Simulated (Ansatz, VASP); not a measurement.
**Na: VASP beside Ansatz**

```
Na
1.0
    -2.36557    2.36557    2.36557
     2.36557   -2.36557    2.36557
     2.36557    2.36557   -2.36557
Na
1
Direct
  0.00000 0.00000 0.00000
```

Alike in both runs: task single point; functional PBE; k mesh 12 × 12 × 12; occupations gaussian, width 0.1 eV; no spin polarisation.

```csv
,VASP,Ansatz
version,VASP 6.6.1,Ansatz 0.2.0
potentials or method,"VASP PAW PBE potentials, release 64 (Na_pv), cutoff 520 eV","scalar-relativistic, plane waves, PAW"
valence electrons in the cell,7,9
```

|  | VASP | Ansatz | Ansatz less VASP |
| --- | --- | --- | --- |
| gap on the k mesh at the Fermi level (eV) | none | none | - |
| pressure (GPa) | -1.4 | -1.4 | +0.01 |

A gap of «none» marks a metal or a gap that the smearing closes. VASP's potentials hold 7 valence electrons a cell and Ansatz's 9, so a difference there can come from the potentials and not from the codes.
